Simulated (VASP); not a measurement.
# O (P-1) in VASP: single point with PBE

Aim: the single point of O with PBE.

All numbers are computed with VASP 6.6.1; they aren't measurements. Logs are shortened: lines on timing, memory, paths and dates and some standing lists are left out, and cuts for length are marked.

### Step 1. The cell of the first run

The typed cell holds 2 atoms: a = 3.784 Å, b = 3.784 Å, c = 3.784 Å, α = 44.19°, β = 44.19°, γ = 44.19°.

### Step 2. Single point, PBE

The input, INCAR:

```
PREC = Accurate ; ENCUT = 600
EDIFF = 1E-6 ; ISMEAR = 0
SIGMA = 0.1 ; LREAL = F
LASPH = T ; NELM = 120
ALGO = Normal ; ISIF = 2
LWAVE = F ; LCHARG = T
GGA = PE ; LELF = T
LVHAR = T ; NBANDS = 13
GGA_COMPAT = F
```

The input, KPOINTS:

```
Automatic mesh
0
Gamma
  3 3 3
  0.5 0.5 0.5
```

The input, POSCAR:

```
O
1.0
    1.4233490221      0.8217709410      3.4083000000
   -1.4233490221      0.8217709410      3.4083000000
    0.0000000000     -1.6435418821      3.4083000000
O
2
Direct
    0.0577000000      0.0577000000      0.0577000000
    1.0125568368      0.8720431632      0.9423000000
```

Potentials or basis: VASP PAW PBE potentials, release 64 (O).

On the command line:

```console
> cat potpaw_PBE.64/O/POTCAR > POTCAR
> mpirun -np 1 vasp_std > vasp.out
```

OUTCAR:

```text
PREC = Accurate
   ENCUT = 600
   EDIFF = 1E-6
   ISMEAR = 0
   LREAL = F
   LASPH = T
   NELM = 120
   ISIF = 2
   GGA = PE

 ion  position               nearest neighbor table
   1  0.058  0.058  0.058-   2 1.20
   2  0.013  0.872  0.942-   1 1.20

  LATTYP: Found a trigonal (rhomboedric) cell.
 ALAT       =     3.7838788046
 COS(alpha) =     0.7170052526

  Lattice vectors:

 A1 = (   1.4233490221,   0.8217709410,   3.4083000000)
 A2 = (  -1.4233490221,   0.8217709410,   3.4083000000)
 A3 = (   0.0000000000,  -1.6435418821,   3.4083000000)

Analysis of symmetry for initial positions (statically):
=====================================================================
 Subroutine PRICEL returns:
 Original cell was already a primitive cell.

 Routine SETGRP: Setting up the symmetry group for a
 trigonal (rhombohedral) supercell.

 Subroutine GETGRP returns: Found  2 space group operations
 (whereof  1 operations were pure point group operations)
 out of a pool of 12 trial point group operations.

The static configuration has the point symmetry C_1 .
 The point group associated with its full space group is S_2 .

Analysis of symmetry for dynamics (positions and initial velocities):
=====================================================================
 Subroutine PRICEL returns:
 Original cell was already a primitive cell.

 Routine SETGRP: Setting up the symmetry group for a
 trigonal (rhombohedral) supercell.

 Subroutine GETGRP returns: Found  2 space group operations
 (whereof  1 operations were pure point group operations)
 out of a pool of 12 trial point group operations.

The dynamic configuration has the point symmetry C_1 .
 The point group associated with its full space group is S_2 .

 Subroutine INISYM returns: Found  2 space group operations
 (whereof  1 operations are pure point group operations),
 and found     1 'primitive' translations

----------------------------------------------------------------------------------------

                                     Primitive cell

  volume of cell :      23.9195

  direct lattice vectors                    reciprocal lattice vectors
     1.423349022  0.821770941  3.408300000     0.351284184  0.202814018  0.097800467
    -1.423349022  0.821770941  3.408300000    -0.351284184  0.202814018  0.097800467
     0.000000000 -1.643541882  3.408300000     0.000000000 -0.405628037  0.097800467

  length of vectors
     3.783878805  3.783878805  3.783878805     0.417251765  0.417251765  0.417251765

  position of ions in fractional coordinates (direct lattice)
     0.057700000  0.057700000  0.057700000
     0.012556837  0.872043163  0.942300000

  ion indices of the primitive-cell ions
   primitive index   ion index
                 1           1
                 2           2

----------------------------------------------------------------------------------------

 KPOINTS: Automatic mesh

Automatic generation of k-mesh.
 Grid dimensions read from file:
 generate k-points for:    3    3    3

 Generating k-lattice:

  Cartesian coordinates                     Fractional coordinates (reciprocal lattice)
     0.117094728  0.067604673  0.032600156     0.333333333 -0.000000000  0.000000000
    -0.117094728  0.067604673  0.032600156    -0.000000000  0.333333333  0.000000000
     0.000000000 -0.135209346  0.032600156     0.000000000  0.000000000  0.333333333

  Length of vectors
     0.139083922  0.139083922  0.139083922

  Shift w.r.t. Gamma in fractional coordinates (k-lattice)
     0.500000000  0.500000000  0.500000000

 Subroutine IBZKPT returns following result:
 ===========================================

 Found     14 irreducible k-points:

 Following reciprocal coordinates:
            Coordinates               Weight
  0.166667  0.166667  0.166667      2.000000
  0.500000  0.166667  0.166667      2.000000
  0.166667  0.500000  0.166667      2.000000
  0.166667  0.166667  0.500000      2.000000
 -0.166667  0.166667  0.166667      2.000000
  0.166667 -0.166667  0.166667      2.000000
  0.166667  0.166667 -0.166667      2.000000
  0.500000  0.500000  0.166667      2.000000
  0.500000 -0.166667  0.500000      2.000000
  0.166667  0.500000  0.500000      2.000000
 -0.166667  0.500000  0.166667      2.000000
  0.166667 -0.166667  0.500000      2.000000
  0.500000  0.166667 -0.166667      2.000000
  0.500000  0.500000  0.500000      1.000000
   k-points           NKPTS =     14   k-points in BZ     NKDIM =     14   number of bands    NBANDS=     13
   number of dos      NEDOS =    301   number of ions     NIONS =      2
   total plane-waves  NPLWV =  27000
   dimension x,y,z NGX =    30 NGY =   30 NGZ =   30
   dimension x,y,z NGXF=    60 NGYF=   60 NGZF=   60
   ions per type =               2
   NGX,Y,Z   is equivalent  to a cutoff of  13.18, 13.18, 13.18 a.u.
   NGXF,Y,Z  is equivalent  to a cutoff of  26.36, 26.36, 26.36 a.u.
 SYSTEM =  unknown system
   PREC   = accura    normal or accurate (medium, high low for compatibility)
   ISTART =      0    job   : 0-new  1-cont  2-samecut
   ICHARG =      2    charge: 1-file 2-atom 10-const
   ISPIN  =      1    spin polarized calculation?
   LNONCOLLINEAR =      F non collinear calculations
   LSORBIT =      F    spin-orbit coupling
   LASPH  =      T    aspherical Exc in radial PAW
   ENCUT  =  600.0 eV  44.10 Ry    6.64 a.u.   7.56  7.56  7.56*2*pi/ulx,y,z
   NELM   =    120;   NELMIN=  2; NELMDL= -5     # of ELM steps
   EDIFF  = 0.1E-05   stopping-criterion for ELM
   LREAL  =      F    real-space projection
[... 7 lines left out ...]
   TEBEG  =    0.0;   TEEND  =   0.0 temperature during run
   PSTRESS=    0.0 pullay stress
   NELECT =      12.0000    total number of electrons
   NUPDOWN=      -1.0000    fix difference up-down
   EMIN   =  10.00;   EMAX   =-10.00  energy-range for DOS
   EFERMI =   0.00;   METHOD = LEGACY
   ISMEAR =     0;   SIGMA  =   0.10  broadening in eV -4-tet -1-fermi 0-gaus
   EFERMI_NEDOS =   21; number of points for ismear=-14 and -15
   IALGO  =     38    algorithm
   IMIX   =      4    mixing-type and parameters
     AMIX     =   0.40;   BMIX     =  1.00
     AMIX_MAG =   1.60;   BMIX_MAG =  1.00
  volume/ion in A,a.u.               =      11.96        80.71
  Fermi-wavevector in a.u.,A,eV,Ry     =   1.300823  2.458199 23.022964  1.692140
  Thomas-Fermi vector in A             =   2.431997
   LORBIT       =      0    0 simple, 1 ext, 2 COOP (PROOUT), +10 PAW based schemes
   GGA     = PE    functional components
   LHFCALC =     F    Hartree Fock is set to
   AEXX    =    0.0000 exact exchange contribution
   IVDW    =     0    specifies the selected vdW correction
   LEPSILON=     F    determine dielectric tensor
   LRPA    =     F    only Hartree local field effects (RPA)
 non-spin polarized calculation
 Gauss-broadening in eV      SIGMA  =   0.10
  energy-cutoff  :      600.00
  volume of cell :       23.92
 maximum number of plane-waves:       805
   NGX = 15   NGY = 15   NGZ = 15

 number of electron      12.0000001 magnetization

 Free energy of the ion-electron system (eV)
  ---------------------------------------------------
  ext. energy  EPLUGINS =         0.00000000
  ---------------------------------------------------
  free energy    TOTEN  =        -9.35366670 eV

  energy without entropy =       -9.34508119  energy(sigma->0) =       -9.34937394

 E-fermi :   0.1023     XC(G=0):  -9.2202

 val. band max:        0.0750798308   @ k =   0.1667  -0.1667   0.5000
 cond. band min:       0.2031081284   @ k =   0.5000   0.1667  -0.1667
 fundamental gap:      0.1280282976
 Fermi energy:         0.1022695004

 k-point     1 :       0.1667    0.1667    0.1667
  band No.  band energies     occupation
      1     -27.3442      2.00000
      2     -13.9142      2.00000
      3      -8.1054      2.00000
      4      -6.0116      2.00000
      5      -5.9576      2.00000
      6       0.7422      0.00000
      7       0.9039      0.00000
      8       8.6027      0.00000
      9      11.3918      0.00000
     10      14.1827      0.00000
     11      21.2582      0.00000
     12      21.4550      0.00000
     13      21.7522      0.00000

 k-point     2 :       0.5000    0.1667    0.1667
  band No.  band energies     occupation
      1     -27.0662      2.00000
      2     -13.7088      2.00000
      3      -8.0398      2.00000
      4      -7.2018      2.00000
      5      -6.2687      2.00000
      6       0.0489      1.54944
      7       0.5580      0.00000
      8      10.4745      0.00000
      9      12.5916      0.00000
     10      13.9913      0.00000
     11      15.6024      0.00000
     12      21.5722      0.00000
     13      22.7499      0.00000

 k-point     3 :       0.1667    0.5000    0.1667
  band No.  band energies     occupation
      1     -27.0606      2.00000
      2     -13.9054      2.00000
      3      -7.7076      2.00000
      4      -6.9542      2.00000
      5      -6.2923      2.00000
      6      -0.3046      2.00000
      7       0.5297      0.00000
      8       9.3384      0.00000
      9      12.7016      0.00000
     10      14.6338      0.00000
     11      15.9566      0.00000
     12      21.7903      0.00000
     13      23.1282      0.00000
[... 145 lines left out ...]
 k-point    13 :       0.5000    0.1667   -0.1667
  band No.  band energies     occupation
      1     -26.9357      2.00000
      2     -13.4522      2.00000
      3      -7.7159      2.00000
      4      -7.6408      2.00000
      5      -6.9822      2.00000
      6      -0.4478      2.00000
      7       0.2031      0.15385
      8      11.0401      0.00000
      9      12.9515      0.00000
     10      14.7809      0.00000
     11      17.5546      0.00000
     12      19.5663      0.00000
     13      20.0855      0.00000

 k-point    14 :       0.5000    0.5000    0.5000
  band No.  band energies     occupation
      1     -27.2766      2.00000
      2     -14.7457      2.00000
      3      -6.6002      2.00000
      4      -6.0807      2.00000
      5      -6.0423      2.00000
      6       0.8738      0.00000
      7       1.0987      0.00000
      8       8.1138      0.00000
      9       9.3457      0.00000
     10      13.8580      0.00000
     11      20.7751      0.00000
     12      21.4140      0.00000
     13      24.5624      0.00000

------------------------ aborting loop because EDIFF is reached ----------------------------------------

  FORCE on cell =-STRESS in cart. coord.  units (eV):
  Direction    XX          YY          ZZ          XY          YZ          ZX
  --------------------------------------------------------------------------------------
  -------------------------------------------------------------------------------------
  Total       -0.8532184     -0.9985470      4.1201062     -0.0457778     -0.0230384      0.2482783
  in kB      -57.1504366    -66.8848641    275.9737307     -3.0662982     -1.5431608     16.6302227
  external PRESSURE =      50.6461433 kB  Pullay stress =       0.0000000 kB

 VOLUME and BASIS-vectors are now :
 -----------------------------------------------------------------------------
  energy-cutoff  :      600.00
  volume of cell :       23.92
      direct lattice vectors                 reciprocal lattice vectors
     1.423349022  0.821770941  3.408300000     0.351284184  0.202814018  0.097800467
    -1.423349022  0.821770941  3.408300000    -0.351284184  0.202814018  0.097800467
     0.000000000 -1.643541882  3.408300000     0.000000000 -0.405628037  0.097800467

 POSITION                                       TOTAL-FORCE (eV/Angst)
 -----------------------------------------------------------------------------------
      0.00000     -0.00000      0.58998         0.230400     -0.008207      2.658931
     -1.22335     -0.82177      6.22662        -0.230400      0.008207     -2.658931
 -----------------------------------------------------------------------------------
    total drift:                               -0.000013      0.000001      0.000001

  FREE ENERGIE OF THE ION-ELECTRON SYSTEM (eV)
  ---------------------------------------------------
  free  energy   TOTEN  =        -9.3536666967 eV

  energy  without entropy=       -9.3450811891  energy(sigma->0) =       -9.34937394
```

Wall time 5.4 s (1 thread of AMD EPYC 9R45 (Zen 5), shared host); peak memory 0.12 GiB.

Results:

```yaml
Free_energy: -9.3537 eV
Pressure: 5.1 GPa
Largest_force: 2.669 eV/Å
Band_gap_on_the_k_mesh: zero (band 6 reaches 0.87 eV, above the bottom of band 7 at -0.14 eV)
```

Forces on the atoms (eV/Å):
```
O    0.230 -0.008  2.659
O   -0.230  0.008 -2.659
```

Stress tensor (GPa, compression positive):
```
-5.72 -0.31  1.66
-0.31 -6.69 -0.15
 1.66 -0.15 27.60
```

Levels at points of the mesh, in eV from the Fermi level:
```csv
k point,band 4,band 5,band 6,band 7,band 8,band 9
"(0.50, 0.50, 0.50)",-6.18,-6.14,0.77,1.00,8.01,9.24
```

Caveat: the k points lie up to 0.87 Å⁻¹ apart; the standard files for N, O and F lose accuracy on very short bonds; spin is off for a triplet molecule; forces of over 1 eV/Å act on the atoms, so gaps and moduli don't describe the material at rest.
